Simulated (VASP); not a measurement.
# YbB2 (P6/mmm) in VASP: further runs

Runs on YbB2. Level: PBE. Tasks: single point.

All numbers are computed with VASP 6.6.1; they aren't measurements. Logs are shortened: lines on timing, memory, paths and dates and some standing lists are left out, and cuts for length are marked.

### 1 The cell of the first run

It takes space group P6/mmm (No. 191, hexagonal). The conventional cell has a = 3.250 Å, b = 3.250 Å, c = 3.732 Å, α = 90.00°, β = 90.00°, γ = 120.00°. Yb (site symmetry 6/mmm) has 12 B at 2.65 Å and 6 Yb at 3.25 Å within 3.5 Å. Within 2.5 Å of B (site symmetry -6m2) lie 3 B at 1.88 Å.

### 2 Single point, PBE

File INCAR:

```
PREC = Accurate
ENCUT = 520
EDIFF = 1E-6
ISMEAR = 0
SIGMA = 0.1
LREAL = False
LASPH = True
NELM = 100
ALGO = Normal
ISIF = 2
LWAVE = False
LCHARG = True
GGA = PE
LELF = True
LVHAR = True
NBANDS = 22
```

File KPOINTS:

```
Automatic mesh
0
Gamma
  6 6 6
```

File POSCAR:

```
YbB2
1.0
    3.2503000000      0.0000000000      0.0000000000
   -1.6251500000      2.8148423699      0.0000000000
    0.0000000000      0.0000000000      3.7315000000
Yb B
1 2
Direct
    0.0000000000      0.0000000000      0.0000000000
    0.3333333333      0.6666666667      0.5000000000
    0.6666666667      0.3333333333      0.5000000000
```

Potentials or basis: VASP PAW PBE potentials, release 64 (Yb, B).

Run with:

```
> cat potpaw_PBE.64/Yb/POTCAR potpaw_PBE.64/B/POTCAR > POTCAR
> mpirun -np 1 vasp_std > vasp.out
```

OUTCAR:

```text
PREC = Accurate
   ENCUT = 520
   EDIFF = 1E-6
   ISMEAR = 0
   LREAL = False
   LASPH = True
   NELM = 100
   ISIF = 2
   GGA = PE

 ion  position               nearest neighbor table
   1  0.000  0.000  0.000-   2 2.65   3 2.65   2 2.65   3 2.65   2 2.65   2 2.65   3 2.65   3 2.65
                             3 2.65   3 2.65   2 2.65   2 2.65
   2  0.333  0.667  0.500-   3 1.88   3 1.88   3 1.88   1 2.65   1 2.65   1 2.65   1 2.65   1 2.65
                             1 2.65
   3  0.667  0.333  0.500-   2 1.88   2 1.88   2 1.88   1 2.65   1 2.65   1 2.65   1 2.65   1 2.65
                             1 2.65

  LATTYP: Found a hexagonal cell.
 ALAT       =     3.2503000000
 C/A-ratio  =     1.1480478725

  Lattice vectors:

 A1 = (   3.2503000000,   0.0000000000,   0.0000000000)
 A2 = (  -1.6251500000,   2.8148423699,   0.0000000000)
 A3 = (   0.0000000000,   0.0000000000,   3.7315000000)

Analysis of symmetry for initial positions (statically):
=====================================================================
 Subroutine PRICEL returns:
 Original cell was already a primitive cell.

 Routine SETGRP: Setting up the symmetry group for a
 hexagonal supercell.

 Subroutine GETGRP returns: Found 24 space group operations
 (whereof 24 operations were pure point group operations)
 out of a pool of 24 trial point group operations.

The static configuration has the point symmetry D_6h.

Analysis of symmetry for dynamics (positions and initial velocities):
=====================================================================
 Subroutine PRICEL returns:
 Original cell was already a primitive cell.

 Routine SETGRP: Setting up the symmetry group for a
 hexagonal supercell.

 Subroutine GETGRP returns: Found 24 space group operations
 (whereof 24 operations were pure point group operations)
 out of a pool of 24 trial point group operations.

The dynamic configuration has the point symmetry D_6h.

 Subroutine INISYM returns: Found 24 space group operations
 (whereof 24 operations are pure point group operations),
 and found     1 'primitive' translations

----------------------------------------------------------------------------------------

                                     Primitive cell

  volume of cell :      34.1398

  direct lattice vectors                    reciprocal lattice vectors
     3.250300000  0.000000000  0.000000000     0.307663908  0.177629840  0.000000000
    -1.625150000  2.814842370  0.000000000     0.000000000  0.355259680  0.000000000
     0.000000000  0.000000000  3.731500000     0.000000000  0.000000000  0.267988744

  length of vectors
     3.250300000  3.250300000  3.731500000     0.355259680  0.355259680  0.267988744

  position of ions in fractional coordinates (direct lattice)
     0.000000000  0.000000000  0.000000000
     0.333333333  0.666666667  0.500000000
     0.666666667  0.333333333  0.500000000

  ion indices of the primitive-cell ions
   primitive index   ion index
                 1           1
                 2           2
                 3           3

----------------------------------------------------------------------------------------

 KPOINTS: Automatic mesh

Automatic generation of k-mesh.
 Grid dimensions read from file:
 generate k-points for:    6    6    6

 Generating k-lattice:

  Cartesian coordinates                     Fractional coordinates (reciprocal lattice)
     0.051277318  0.029604973  0.000000000     0.166666667  0.000000000  0.000000000
     0.000000000  0.059209947  0.000000000     0.000000000  0.166666667  0.000000000
     0.000000000  0.000000000  0.044664791     0.000000000  0.000000000  0.166666667

  Length of vectors
     0.059209947  0.059209947  0.044664791

  Shift w.r.t. Gamma in fractional coordinates (k-lattice)
     0.000000000  0.000000000  0.000000000

 Subroutine IBZKPT returns following result:
 ===========================================

 Found     28 irreducible k-points:

 Following reciprocal coordinates:
            Coordinates               Weight
  0.000000  0.000000  0.000000      1.000000
  0.166667  0.000000  0.000000      6.000000
  0.333333  0.000000  0.000000      6.000000
  0.500000  0.000000  0.000000      3.000000
  0.166667  0.166667  0.000000      6.000000
  0.333333  0.166667  0.000000     12.000000
[... 16 lines left out ...]
  0.166667  0.000000  0.500000      6.000000
  0.333333  0.000000  0.500000      6.000000
 [... further k-points ...]
   k-points           NKPTS =     28   k-points in BZ     NKDIM =     28   number of bands    NBANDS=     22
   number of dos      NEDOS =    301   number of ions     NIONS =      3
   total plane-waves  NPLWV =  16128
   dimension x,y,z NGX =    24 NGY =   24 NGZ =   28
   dimension x,y,z NGXF=    48 NGYF=   48 NGZF=   56
   ions per type =               1   2
   NGX,Y,Z   is equivalent  to a cutoff of  12.28, 12.28, 12.47 a.u.
   NGXF,Y,Z  is equivalent  to a cutoff of  24.55, 24.55, 24.95 a.u.
 SYSTEM =  unknown system
   PREC   = accura    normal or accurate (medium, high low for compatibility)
   ISTART =      0    job   : 0-new  1-cont  2-samecut
   ICHARG =      2    charge: 1-file 2-atom 10-const
   ISPIN  =      1    spin polarized calculation?
   LNONCOLLINEAR =      F non collinear calculations
   LSORBIT =      F    spin-orbit coupling
   LASPH  =      T    aspherical Exc in radial PAW
   ENCUT  =  520.0 eV  38.22 Ry    6.18 a.u.   6.04  6.04  6.94*2*pi/ulx,y,z
   NELM   =    100;   NELMIN=  2; NELMDL= -5     # of ELM steps
   EDIFF  = 0.1E-05   stopping-criterion for ELM
   LREAL  =      F    real-space projection
[... 7 lines left out ...]
   TEBEG  =    0.0;   TEEND  =   0.0 temperature during run
   PSTRESS=    0.0 pullay stress
   NELECT =      30.0000    total number of electrons
   NUPDOWN=      -1.0000    fix difference up-down
   EMIN   =  10.00;   EMAX   =-10.00  energy-range for DOS
   EFERMI =   0.00;   METHOD = LEGACY
   ISMEAR =     0;   SIGMA  =   0.10  broadening in eV -4-tet -1-fermi 0-gaus
   EFERMI_NEDOS =   21; number of points for ismear=-14 and -15
   IALGO  =     38    algorithm
   IMIX   =      4    mixing-type and parameters
     AMIX     =   0.40;   BMIX     =  1.00
     AMIX_MAG =   1.60;   BMIX_MAG =  1.00
  volume/ion in A,a.u.               =      11.38        76.80
  Fermi-wavevector in a.u.,A,eV,Ry     =   1.568056  2.963196 33.454003  2.458800
  Thomas-Fermi vector in A             =   2.670144
   LORBIT       =      0    0 simple, 1 ext, 2 COOP (PROOUT), +10 PAW based schemes
   GGA     = PE    functional components
   LHFCALC =     F    Hartree Fock is set to
   AEXX    =    0.0000 exact exchange contribution
   IVDW    =     0    specifies the selected vdW correction
   LEPSILON=     F    determine dielectric tensor
   LRPA    =     F    only Hartree local field effects (RPA)
 non-spin polarized calculation
 Gauss-broadening in eV      SIGMA  =   0.10
  energy-cutoff  :      520.00
  volume of cell :       34.14
 maximum number of plane-waves:       936
   NGX = 13   NGY = 13   NGZ = 13

 number of electron      30.0000000 magnetization

 Free energy of the ion-electron system (eV)
  ---------------------------------------------------
  ext. energy  EPLUGINS =         0.00000000
  ---------------------------------------------------
  free energy    TOTEN  =       -18.08878260 eV

  energy without entropy =      -18.06215912  energy(sigma->0) =      -18.07547086

 E-fermi :   4.0660     XC(G=0): -12.3095

 val. band max:        4.0417442002   @ k =   0.1667   0.0000   0.1667
 cond. band min:       4.0676412830   @ k =   0.1667   0.0000   0.5000
 fundamental gap:      0.0258970828
 Fermi energy:         4.0659560698

 k-point     1 :       0.0000    0.0000    0.0000
  band No.  band energies     occupation
      1     -46.7661      2.00000
      2     -18.9762      2.00000
      3     -18.6015      2.00000
      4     -18.6015      2.00000
      5      -7.0195      2.00000
      6       2.5923      2.00000
[... 14 lines left out ...]
     21      10.9182      0.00000
     22      11.5527      0.00000

 k-point     2 :       0.1667    0.0000    0.0000
  band No.  band energies     occupation
      1     -46.7501      2.00000
      2     -18.9303      2.00000
      3     -18.8593      2.00000
      4     -18.6565      2.00000
      5      -6.4685      2.00000
      6       1.9011      2.00000
[... 14 lines left out ...]
     21      11.4766      0.00000
     22      12.3876      0.00000

 k-point     3 :       0.3333    0.0000    0.0000
  band No.  band energies     occupation
      1     -46.7178      2.00000
      2     -19.3359      2.00000
      3     -18.8370      2.00000
      4     -18.7645      2.00000
      5      -5.0251      2.00000
      6      -0.5968      2.00000
[... 14 lines left out ...]
     21      11.7546      0.00000
     22      15.2011      0.00000

 k-point     4 :       0.5000    0.0000    0.0000
  band No.  band energies     occupation
      1     -46.7016      2.00000
      2     -19.5580      2.00000
      3     -18.8176      2.00000
      4     -18.7897      2.00000
      5      -3.0940      2.00000
      6      -2.9015      2.00000
[... 14 lines left out ...]
     21      13.1652      0.00000
     22      13.9317      0.00000

 k-point     5 :       0.1667    0.1667    0.0000
  band No.  band energies     occupation
      1     -46.7259      2.00000
      2     -19.1749      2.00000
      3     -18.8606      2.00000
      4     -18.7883      2.00000
      5      -5.4714      2.00000
      6       0.4458      2.00000
[... 14 lines left out ...]
     21      13.0053      0.00000
     22      13.0340      0.00000

 k-point     6 :       0.3333    0.1667    0.0000
  band No.  band energies     occupation
      1     -46.7016      2.00000
      2     -19.4403      2.00000
      3     -18.9510      2.00000
      4     -18.7899      2.00000
      5      -3.7379      2.00000
      6      -1.5819      2.00000
[... 14 lines left out ...]
     21      13.7747      0.00000
     22      15.2181      0.00000

 k-point     7 :       0.3333    0.3333    0.0000
  band No.  band energies     occupation
      1     -46.6935      2.00000
      2     -19.2718      2.00000
      3     -19.2718      2.00000
      4     -18.7663      2.00000
      5      -2.0943      2.00000
      6      -2.0943      2.00000
[... 324 lines left out ...]
      6      -1.5101      2.00000
[... 14 lines left out ...]
     21      14.3004      0.00000
     22      14.6462      0.00000

 k-point    21 :       0.3333    0.3333    0.3333
  band No.  band energies     occupation
      1     -46.6893      2.00000
      2     -19.2373      2.00000
      3     -19.2373      2.00000
      4     -18.9383      2.00000
      5      -2.6452      2.00000
      6      -2.6452      2.00000
[... 14 lines left out ...]
     21      13.7397      0.00000
     22      13.7397      0.00000

 k-point    22 :       0.0000    0.0000    0.5000
  band No.  band energies     occupation
      1     -46.7599      2.00000
      2     -19.2892      2.00000
      3     -18.5822      2.00000
      4     -18.5822      2.00000
      5      -5.0158      2.00000
      6      -1.5159      2.00000
[... 14 lines left out ...]
     21      10.7649      0.00000
     22      11.5163      0.00000

 k-point    23 :       0.1667    0.0000    0.5000
  band No.  band energies     occupation
      1     -46.7440      2.00000
      2     -19.2252      2.00000
      3     -18.8283      2.00000
      4     -18.6345      2.00000
      5      -4.8630      2.00000
      6      -0.7130      2.00000
[... 14 lines left out ...]
     21      12.7153      0.00000
     22      13.1288      0.00000

 k-point    24 :       0.3333    0.0000    0.5000
  band No.  band energies     occupation
      1     -46.7120      2.00000
      2     -19.2873      2.00000
      3     -19.0942      2.00000
      4     -18.7373      2.00000
      5      -4.3957      2.00000
      6      -0.1989      2.00000
[... 14 lines left out ...]
     21      13.8837      0.00000
     22      14.7479      0.00000

 [... further k-points ...]
[... 5 lines left out ...]
  --------------------------------------------------------------------------------------
  -------------------------------------------------------------------------------------
  Total        0.3026620      0.3026620      2.0247918      0.0000000     -0.0000000      0.0000000
  in kB       14.2038981     14.2038981     95.0232740      0.0000000     -0.0000000      0.0000000
  external PRESSURE =      41.1436901 kB  Pullay stress =       0.0000000 kB

 VOLUME and BASIS-vectors are now :
 -----------------------------------------------------------------------------
  energy-cutoff  :      520.00
  volume of cell :       34.14
      direct lattice vectors                 reciprocal lattice vectors
     3.250300000  0.000000000  0.000000000     0.307663908  0.177629840  0.000000000
    -1.625150000  2.814842370  0.000000000     0.000000000  0.355259680  0.000000000
     0.000000000  0.000000000  3.731500000     0.000000000  0.000000000  0.267988744

 POSITION                                       TOTAL-FORCE (eV/Angst)
 -----------------------------------------------------------------------------------
      0.00000      0.00000      0.00000        -0.000000      0.000000      0.000000
     -0.00000      1.87656      1.86575        -0.000000      0.000000      0.000000
      1.62515      0.93828      1.86575         0.000000      0.000000     -0.000000
 -----------------------------------------------------------------------------------
    total drift:                               -0.000000      0.000000     -0.000000

  FREE ENERGIE OF THE ION-ELECTRON SYSTEM (eV)
  ---------------------------------------------------
  free  energy   TOTEN  =       -18.0887825996 eV

  energy  without entropy=      -18.0621591231  energy(sigma->0) =      -18.07547086
```

It took 38 s on 1 thread of AMD EPYC 9R45 (Zen 5), shared host; peak memory 0.13 GiB.

Results:

* Free energy: -18.0888 eV
* Pressure: 4.1 GPa
* Band gap on the k mesh: zero (bands 15 and 16 overlap by 1.32 eV)

Caveat: the k points lie up to 0.37 Å⁻¹ apart, too coarse for converged energies and pressures of a metal; spin-orbit coupling is left out, which moves the levels of the heavy elements. Spin polarisation is off, so any magnetic state and its effect on volume and gap are missing.

(Part 1 of 2 ends here.)

The gap in the log of VASP goes by the Fermi energy; the results here count the filled bands.